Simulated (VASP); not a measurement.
Set up this calculation in VASP 6.6.1, as the native input.

- Task: single point
- Functional: PBE
- Potentials or basis: VASP PAW PBE potentials, release 64 (Ca_sv, Co)
- Cutoff: 520 eV
- k mesh: 9 × 9 × 9
- Occupations: fermi-dirac, width 0.05 eV
- Spin: collinear spin, ferromagnetic start
- Starting moments: [0.0, 2.0] μB
- Dipole correction: no
- Further INCAR settings: ALGO = Normal; EDIFF = 1e-06; NBANDS = 20

The structure of CaCo lies in POSCAR:

```
CaCo
1.0
    0.0000000000      2.6196155184      2.6196155184
    2.6196155184      0.0000000000      2.6196155184
    2.6196155184      2.6196155184      0.0000000000
Ca Co
1 1
Direct
    0.5000000000      0.5000000000      0.5000000000
    0.0000000000      0.0000000000      0.0000000000
```

This cell differs from its parent crystal: volume scaled by 1.06.

One way to write it, as run:

INCAR

```
PREC = Accurate
ENCUT = 520
EDIFF = 1E-6
ISMEAR = -1
SIGMA = 0.05
LREAL = False
LASPH = True
NELM = 150
ALGO = Normal
ISIF = 2
LWAVE = False
LCHARG = False
ISPIN = 2
MAGMOM = 0 2
LORBIT = 11
LMAXMIX = 4
GGA = PE
NBANDS = 20
```

KPOINTS

```
regular mesh
0
Gamma
  9 9 9
```

Potentials or basis: VASP PAW PBE potentials, release 64 (Ca_sv, Co).

Run with:

```console
$ cat potpaw_PBE.64/Ca_sv/POTCAR potpaw_PBE.64/Co/POTCAR > POTCAR
$ mpirun -np 1 vasp_std > vasp.out
```

It gave:

| Property | Result |
| --- | --- |
| Pressure | 16.9 GPa |
| Band gap on the k mesh | zero (filled and empty bands overlap) |
| Net moment | 1.02 μB per cell |
| Site moments | Ca -0.07; Co +1.21 μB |
| Valence electrons inside the program's atomic spheres | Ca 8.41; Co 8.17 |

Wall time 55 s on 1 thread of Intel(R) Xeon(R) Platinum 8488C (Sapphire Rapids) (shared host), peak memory 0.19 GiB.
